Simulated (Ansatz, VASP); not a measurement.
# One calculation of Li2Se, two programs

The input INCAR:

```
  PREC = Accurate
  ENCUT = 750
  EDIFF = 1E-6
  ISMEAR = 0
  SIGMA = 0.05
  LREAL = False
  LASPH = True
  NELM = 120
  ALGO = Normal
  ISIF = 2
  LWAVE = False
  LCHARG = True
  GGA = CA
  LELF = True
  LVHAR = True
  NBANDS = 13
  GGA_COMPAT = False
```

The input KPOINTS:

```
Automatic mesh
0
Gamma
  12 12 12
```

The input POSCAR:

```
Li2Se
1.0
    0.0000000000      3.0025000000      3.0025000000
    3.0025000000      0.0000000000      3.0025000000
    3.0025000000      3.0025000000      0.0000000000
Li Se
2 1
Direct
    0.2500000000      0.2500000000      0.2500000000
    0.7500000000      0.7500000000      0.7500000000
    0.0000000000      0.0000000000      0.0000000000
```

Input for Ansatz:

```yaml
crystal:
  lattice:
    - [0.0, 3.0025, 3.0025]
    - [3.0025, 0.0, 3.0025]
    - [3.0025, 3.0025, 0.0]
  atoms:
    - { symbol: Li, position: [0.25, 0.25, 0.25] }
    - { symbol: Li, position: [0.75, 0.75, 0.75] }
    - { symbol: Se, position: [0.0, 0.0, 0.0] }
basis:
  ecutwfc: 420
kpoints:
  mp_grid: { grid: [12, 12, 12] }
hamiltonian:
  xc: lda
scf:
  occupations: { method: gaussian, width: 0.05 }
output:
  forces: true
  eigenvalues: true
  eigenstates:
    nscf_kmesh: { grid: [34, 34, 34] }
    top_band: c6
    de_dk: true
    localisation: true
  stress: true
checkpoint:
  write: ck
  compress: false
  write_wavefunctions: false
  write_every: 100000
```

Alike in both runs: task single point; functional LDA; k mesh 12 × 12 × 12; occupations gaussian, width 0.05 eV; no spin polarisation.

|  | VASP | Ansatz |
| --- | --- | --- |
| version | VASP 6.6.1 | Ansatz 0.2.0 |
| potentials or method | VASP PAW LDA potentials, release 64 (Li_sv, Se), cutoff 750 eV | scalar-relativistic, plane waves, PAW |
| valence electrons in the cell | 12 | 22 |

|  | VASP | Ansatz | Ansatz less VASP |
| --- | --- | --- | --- |
| gap on the k mesh at the Fermi level (eV) | 2.81 | 2.81 | +0.004 |
| pressure (GPa) | -2.6 | -2.6 | +0.01 |

LDA's correlation is that of Perdew and Zunger in VASP and of Perdew and Wang (1992) in Ansatz. VASP's potentials hold 12 valence electrons a cell and Ansatz's 22, so a difference there can come from the potentials and not from the codes.
